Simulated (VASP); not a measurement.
# LiCl (I4/mmm) in VASP: further runs

The runs below take LiCl through single point, with PBE.

Everything below comes from runs of VASP 6.6.1. Logs are shortened: lines on timing, memory, paths and dates and some standing lists are left out, and cuts for length are marked.

### 1 The cell of the first run

Symmetry: I4/mmm, No. 139, tetragonal system. The conventional cell has a = 3.536 Å, b = 3.536 Å, c = 4.873 Å, α = 90.00°, β = 90.00°, γ = 90.00°. Li (site symmetry 4/mmm) has 6 Cl at 2.44 to 2.50 Å within 3.2 Å. Cl (site symmetry 4/mmm) has 6 Li at 2.44 to 2.50 Å within 3.2 Å.

### 2 Single point, PBE (strain -0.025 along x and y, -0.050 along z)

Contents of INCAR:

```
  PREC = Accurate
  ENCUT = 520
  EDIFF = 1E-7
  ISMEAR = 0
  SIGMA = 0.05
  LREAL = F
  LASPH = T
  NELM = 60
  ALGO = Normal
  ISIF = 2
  LWAVE = F
  LCHARG = F
  GGA = PE
  NBANDS = 12
```

Contents of KPOINTS:

```
regular mesh
0
Gamma
  8 8 8
```

Contents of POSCAR:

```
LiCl
1.0
    0.0000000000      2.5006410000      2.4365220000
    2.5006410000      0.0000000000      2.4365220000
    2.5006410000      2.5006410000      0.0000000000
Li Cl
1 1
Direct
    0.0000000000      0.0000000000      0.0000000000
    0.5000000000      0.5000000000      0.5000000000
```

Potentials or basis: VASP PAW PBE potentials, release 64 (Li_sv, Cl).

On the command line:

```bash
$ cat potpaw_PBE.64/Li_sv/POTCAR potpaw_PBE.64/Cl/POTCAR > POTCAR
$ mpirun -np 1 vasp_std > vasp.out
```

OUTCAR:

```text
PREC = Accurate
   ENCUT = 520
   EDIFF = 1E-7
   ISMEAR = 0
   LREAL = F
   LASPH = T
   NELM = 60
   ISIF = 2
   GGA = PE

 ion  position               nearest neighbor table
   1  0.000  0.000  0.000-   2 2.44   2 2.44   2 2.50   2 2.50   2 2.50   2 2.50
   2  0.500  0.500  0.500-   1 2.44   1 2.44   1 2.50   1 2.50   1 2.50   1 2.50

  LATTYP: Found a body centered tetragonal cell.
 ALAT       =     3.5364404168
 C/A-ratio  =     1.3779516762

  Lattice vectors:

 A1 = (   0.0000000000,  -2.5006410000,  -2.4365220000)
 A2 = (   0.0000000000,   2.5006410000,  -2.4365220000)
 A3 = (   2.5006410000,   0.0000000000,   2.4365220000)

Analysis of symmetry for initial positions (statically):
=====================================================================
 Subroutine PRICEL returns:
 Original cell was already a primitive cell.

 Routine SETGRP: Setting up the symmetry group for a
 body centered tetragonal supercell.

 Subroutine GETGRP returns: Found 16 space group operations
 (whereof 16 operations were pure point group operations)
 out of a pool of 16 trial point group operations.

The static configuration has the point symmetry D_4h.

Analysis of symmetry for dynamics (positions and initial velocities):
=====================================================================
 Subroutine PRICEL returns:
 Original cell was already a primitive cell.

 Routine SETGRP: Setting up the symmetry group for a
 body centered tetragonal supercell.

 Subroutine GETGRP returns: Found 16 space group operations
 (whereof 16 operations were pure point group operations)
 out of a pool of 16 trial point group operations.

The dynamic configuration has the point symmetry D_4h.

 Subroutine INISYM returns: Found 16 space group operations
 (whereof 16 operations are pure point group operations),
 and found     1 'primitive' translations

----------------------------------------------------------------------------------------

                                     Primitive cell

  volume of cell :      30.4721

  direct lattice vectors                    reciprocal lattice vectors
     0.000000000  2.500641000  2.436522000    -0.199948733  0.199948733  0.205210542
     2.500641000  0.000000000  2.436522000     0.199948733 -0.199948733  0.205210542
     2.500641000  2.500641000  0.000000000     0.199948733  0.199948733 -0.205210542

  length of vectors
     3.491395834  3.491395834  3.536440417     0.349385687  0.349385687  0.349385687

  position of ions in fractional coordinates (direct lattice)
     0.000000000  0.000000000  0.000000000
     0.500000000  0.500000000  0.500000000

  ion indices of the primitive-cell ions
   primitive index   ion index
                 1           1
                 2           2

----------------------------------------------------------------------------------------

 KPOINTS: regular mesh

Automatic generation of k-mesh.
 Grid dimensions read from file:
 generate k-points for:    8    8    8

 Generating k-lattice:

  Cartesian coordinates                     Fractional coordinates (reciprocal lattice)
    -0.024993592  0.024993592  0.025651318     0.125000000  0.000000000  0.000000000
     0.024993592 -0.024993592  0.025651318     0.000000000  0.125000000  0.000000000
     0.024993592  0.024993592 -0.025651318     0.000000000  0.000000000  0.125000000

  Length of vectors
     0.043673211  0.043673211  0.043673211

  Shift w.r.t. Gamma in fractional coordinates (k-lattice)
     0.000000000  0.000000000  0.000000000

 Subroutine IBZKPT returns following result:
 ===========================================

 Found     59 irreducible k-points:

 Following reciprocal coordinates:
            Coordinates               Weight
  0.000000  0.000000  0.000000      1.000000
  0.125000 -0.000000  0.000000      8.000000
  0.250000 -0.000000  0.000000      8.000000
  0.375000 -0.000000  0.000000      8.000000
  0.500000 -0.000000  0.000000      4.000000
  0.125000  0.125000  0.000000      2.000000
[... 16 lines left out ...]
  0.250000 -0.000000  0.125000     16.000000
  0.375000 -0.000000  0.125000     16.000000
 [... further k-points ...]
   k-points           NKPTS =     59   k-points in BZ     NKDIM =     59   number of bands    NBANDS=     12
   number of dos      NEDOS =    301   number of ions     NIONS =      2
   total plane-waves  NPLWV =  21952
   dimension x,y,z NGX =    28 NGY =   28 NGZ =   28
   dimension x,y,z NGXF=    56 NGYF=   56 NGZF=   56
   ions per type =               1   1
   NGX,Y,Z   is equivalent  to a cutoff of  13.33, 13.33, 13.16 a.u.
   NGXF,Y,Z  is equivalent  to a cutoff of  26.66, 26.66, 26.33 a.u.
 SYSTEM =  unknown system
   PREC   = accura    normal or accurate (medium, high low for compatibility)
   ISTART =      0    job   : 0-new  1-cont  2-samecut
   ICHARG =      2    charge: 1-file 2-atom 10-const
   ISPIN  =      1    spin polarized calculation?
   LNONCOLLINEAR =      F non collinear calculations
   LSORBIT =      F    spin-orbit coupling
   LASPH  =      T    aspherical Exc in radial PAW
   ENCUT  =  520.0 eV  38.22 Ry    6.18 a.u.   6.49  6.49  6.58*2*pi/ulx,y,z
   NELM   =     60;   NELMIN=  2; NELMDL= -5     # of ELM steps
   EDIFF  = 0.1E-06   stopping-criterion for ELM
   LREAL  =      F    real-space projection
   EDIFFG = 0.1E-05   stopping-criterion for IOM
   NSW    =      0    number of steps for IOM
   IBRION =     -1    ionic relax: 0-MD 1-quasi-New 2-CG
   NFREE  =      0    steps in history (QN), initial steepest desc. (CG)
   ISIF   =      2    stress and relaxation
   ISYM   =      2    0-nonsym 1-usesym 2-fastsym
   POTIM  = 0.5000    time-step for ionic-motion
   TEBEG  =    0.0;   TEEND  =   0.0 temperature during run
   PSTRESS=    0.0 pullay stress
   NELECT =      10.0000    total number of electrons
   NUPDOWN=      -1.0000    fix difference up-down
   EMIN   =  10.00;   EMAX   =-10.00  energy-range for DOS
   EFERMI =   0.00;   METHOD = LEGACY
   ISMEAR =     0;   SIGMA  =   0.05  broadening in eV -4-tet -1-fermi 0-gaus
   EFERMI_NEDOS =   21; number of points for ismear=-14 and -15
   IALGO  =     38    algorithm
   IMIX   =      4    mixing-type and parameters
     AMIX     =   0.40;   BMIX     =  1.00
     AMIX_MAG =   1.60;   BMIX_MAG =  1.00
  volume/ion in A,a.u.               =      15.24       102.82
  Fermi-wavevector in a.u.,A,eV,Ry     =   1.129208  2.133893 17.348924  1.275110
  Thomas-Fermi vector in A             =   2.265900
   LORBIT       =      0    0 simple, 1 ext, 2 COOP (PROOUT), +10 PAW based schemes
   GGA     = PE    functional components
   LHFCALC =     F    Hartree Fock is set to
   AEXX    =    0.0000 exact exchange contribution
   IVDW    =     0    specifies the selected vdW correction
   LEPSILON=     F    determine dielectric tensor
   LRPA    =     F    only Hartree local field effects (RPA)
 non-spin polarized calculation
 Gauss-broadening in eV      SIGMA  =   0.05
  energy-cutoff  :      520.00
  volume of cell :       30.47
 maximum number of plane-waves:       845
 NGX is ok and might be reduce to    28
   NGX = 13   NGY = 13   NGZ = 13

 number of electron      10.0000000 magnetization

 number of electron       9.9999993 magnetization

 Free energy of the ion-electron system (eV)
  ---------------------------------------------------
  ext. energy  EPLUGINS =         0.00000000
  ---------------------------------------------------
  free energy    TOTEN  =        -7.33587038 eV

  energy without entropy =       -7.33587038  energy(sigma->0) =       -7.33587038

 E-fermi :   1.6981     XC(G=0):  -9.1776

 val. band max:        1.4214948712   @ k =   0.0000   0.0000   0.0000
 cond. band min:       8.2496374214   @ k =   0.5000  -0.0000   0.0000
 fundamental gap:      6.8281425502
 Fermi energy:         1.6981109969

 k-point     1 :       0.0000    0.0000    0.0000
  band No.  band energies     occupation
      1     -41.9741      2.00000
      2     -12.3918      2.00000
      3       1.3371      2.00000
      4       1.4215      2.00000
      5       1.4215      2.00000
      6       8.3669      0.00000
      7      13.3271      0.00000
      8      13.3271      0.00000
      9      13.5678      0.00000
     10      16.0759      0.00000
     11      16.3460      0.00000
     12      16.3461      0.00000

 k-point     2 :       0.1250   -0.0000    0.0000
  band No.  band energies     occupation
      1     -41.9734      2.00000
      2     -12.2988      2.00000
      3       0.7887      2.00000
      4       1.3297      2.00000
      5       1.3616      2.00000
      6       8.8218      0.00000
      7      12.6729      0.00000
      8      13.2397      0.00000
      9      13.5011      0.00000
     10      14.6531      0.00000
     11      14.8405      0.00000
     12      17.0071      0.00000

 k-point     3 :       0.2500   -0.0000    0.0000
  band No.  band energies     occupation
      1     -41.9717      2.00000
      2     -12.0593      2.00000
      3      -0.4199      2.00000
      4       1.2256      2.00000
      5       1.2404      2.00000
      6       8.9956      0.00000
      7      12.0617      0.00000
      8      12.3541      0.00000
      9      12.8683      0.00000
     10      15.5955      0.00000
     11      15.6008      0.00000
     12      17.6393      0.00000

 k-point     4 :       0.3750   -0.0000    0.0000
  band No.  band energies     occupation
      1     -41.9700      2.00000
      2     -11.7943      2.00000
      3      -1.4539      2.00000
      4       1.1005      2.00000
      5       1.1608      2.00000
      6       8.4916      0.00000
      7      11.1320      0.00000
      8      11.3875      0.00000
      9      14.4576      0.00000
     10      17.4277      0.00000
     11      17.5653      0.00000
     12      18.3665      0.00000

 k-point     5 :       0.5000   -0.0000    0.0000
  band No.  band energies     occupation
      1     -41.9693      2.00000
      2     -11.6754      2.00000
      3      -1.8542      2.00000
      4       1.0515      2.00000
      5       1.1301      2.00000
      6       8.2496      0.00000
      7      10.8103      0.00000
      8      11.0490      0.00000
      9      15.4663      0.00000
     10      18.8389      0.00000
     11      19.0176      0.00000
     12      19.1220      0.00000
[... 228 lines left out ...]
      1     -41.9675      2.00000
      2     -11.3130      2.00000
      3      -1.9886      2.00000
      4       0.0259      2.00000
      5       0.0259      2.00000
      6       9.4267      0.00000
      7       9.4644      0.00000
      8      15.0122      0.00000
      9      16.1899      0.00000
     10      16.1900      0.00000
     11      18.8678      0.00000
     12      20.4858      0.00000

 k-point    22 :       0.1250    0.0000    0.1250
  band No.  band energies     occupation
      1     -41.9731      2.00000
      2     -12.2682      2.00000
      3       0.8816      2.00000
      4       1.1137      2.00000
      5       1.2213      2.00000
      6       9.1059      0.00000
      7      12.3254      0.00000
      8      13.0245      0.00000
      9      13.6587      0.00000
     10      13.6724      0.00000
     11      16.6612      0.00000
     12      17.3235      0.00000

 k-point    23 :       0.2500   -0.0000    0.1250
  band No.  band energies     occupation
      1     -41.9718      2.00000
      2     -12.0750      2.00000
      3      -0.0726      2.00000
      4       0.9736      2.00000
      5       1.0691      2.00000
      6       9.7040      0.00000
      7      11.7004      0.00000
      8      11.9294      0.00000
      9      13.3597      0.00000
     10      14.5335      0.00000
     11      16.6153      0.00000
     12      18.2365      0.00000

 k-point    24 :       0.3750   -0.0000    0.1250
  band No.  band energies     occupation
      1     -41.9702      2.00000
      2     -11.8112      2.00000
      3      -1.1240      2.00000
      4       0.8254      2.00000
      5       0.8971      2.00000
      6       9.3435      0.00000
      7      10.9924      0.00000
      8      12.3072      0.00000
      9      13.0313      0.00000
     10      16.1935      0.00000
     11      18.0876      0.00000
     12      19.0220      0.00000

 [... further k-points ...]

------------------------ aborting loop because EDIFF is reached ----------------------------------------

  FORCE on cell =-STRESS in cart. coord.  units (eV):
  Direction    XX          YY          ZZ          XY          YZ          ZX
  --------------------------------------------------------------------------------------
  -------------------------------------------------------------------------------------
  Total        0.7629813      0.7629813      1.0729575      0.0000000      0.0000000     -0.0000000
  in kB       40.1163536     40.1163536     56.4144133      0.0000000      0.0000000     -0.0000000
  external PRESSURE =      45.5490402 kB  Pullay stress =       0.0000000 kB

 VOLUME and BASIS-vectors are now :
 -----------------------------------------------------------------------------
  energy-cutoff  :      520.00
  volume of cell :       30.47
      direct lattice vectors                 reciprocal lattice vectors
     0.000000000  2.500641000  2.436522000    -0.199948733  0.199948733  0.205210542
     2.500641000  0.000000000  2.436522000     0.199948733 -0.199948733  0.205210542
     2.500641000  2.500641000  0.000000000     0.199948733  0.199948733 -0.205210542

 POSITION                                       TOTAL-FORCE (eV/Angst)
 -----------------------------------------------------------------------------------
      0.00000      0.00000      0.00000        -0.000000      0.000000      0.000000
      2.50064      2.50064      2.43652         0.000000     -0.000000      0.000000
 -----------------------------------------------------------------------------------
    total drift:                                0.000000      0.000000      0.000000

  FREE ENERGIE OF THE ION-ELECTRON SYSTEM (eV)
  ---------------------------------------------------
  free  energy   TOTEN  =        -7.3358703847 eV

  energy  without entropy=       -7.3358703847  energy(sigma->0) =       -7.33587038
```

It took 31 s on 1 thread of Intel Xeon Platinum 8259CL at 2.50GHz (Skylake/Cascade Lake), shared host; peak memory 0.16 GiB.

Results:

| Quantity | Value |
| --- | --- |
| Free energy | -7.3359 eV |
| Band gap on the k mesh | 6.83 eV (least direct gap 6.95 eV) |

Caveat: the cell differs from its parent crystal (strain -0.025 along x and y, -0.050 along z); the cutoff is under 1.25 times the usual one of these potentials, so pressure, stress and relaxed cells hold a basis-set (Pulay) error. A k mesh can miss the band edges.

(Part 1 of 2 ends here.)
